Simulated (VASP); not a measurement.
**Sb: single point with PBEsol**

The system is Sb.

```
CELL_PARAMETERS angstrom
0.00000 2.28195 2.30500
2.28195 0.00000 2.30500
2.28195 2.28195 0.00000
ATOMIC_POSITIONS crystal
Sb 0.00000 0.00000 0.00000
```

This cell differs from its parent crystal: equal xx and yy strain of -1 %.

- Program: VASP 6.6.1
- Task: single point
- Functional: PBEsol
- Potentials or basis: VASP PAW PBE potentials, release 64 (Sb)
- Cutoff: 520 eV
- k mesh: 14 × 14 × 14
- Occupations: fermi-dirac, width 0.03 eV
- Spin: no spin polarisation

```yaml
Pressure: 7.1 GPa
```

Stress tensor (GPa, compression positive):
```
6.68 0.00 0.00
0.00 6.68 0.00
0.00 0.00 7.84
```

Levels at points of the mesh, in eV from the Fermi level:
| k point | band 1 | band 2 | band 3 | band 4 | band 5 | band 6 |
| --- | --- | --- | --- | --- | --- | --- |
| (0.00, 0.00, 0.00) | -13.93 | 6.16 | 6.16 | 6.17 | 10.19 | 10.31 |
| (0.50, 0.00, 0.00) | -9.50 | -6.64 | 4.08 | 4.26 | 8.91 | 9.35 |
| (0.50, 0.50, 0.00) | -7.64 | -5.67 | 0.45 | 0.45 | 4.33 | 4.61 |
| (0.50, 0.00, 0.50) | -7.48 | -5.58 | 0.27 | 0.35 | 4.18 | 4.51 |

Wall time 13 s on 1 thread of AMD EPYC 7R13, on a shared host, peak memory 0.17 GiB.

Caveat: the cell differs from its parent crystal (equal xx and yy strain of -1 %); the PAW data sets were made with another functional, which shifts forces and pressure a little; spin-orbit coupling is left out, which moves the levels of the heavy elements.
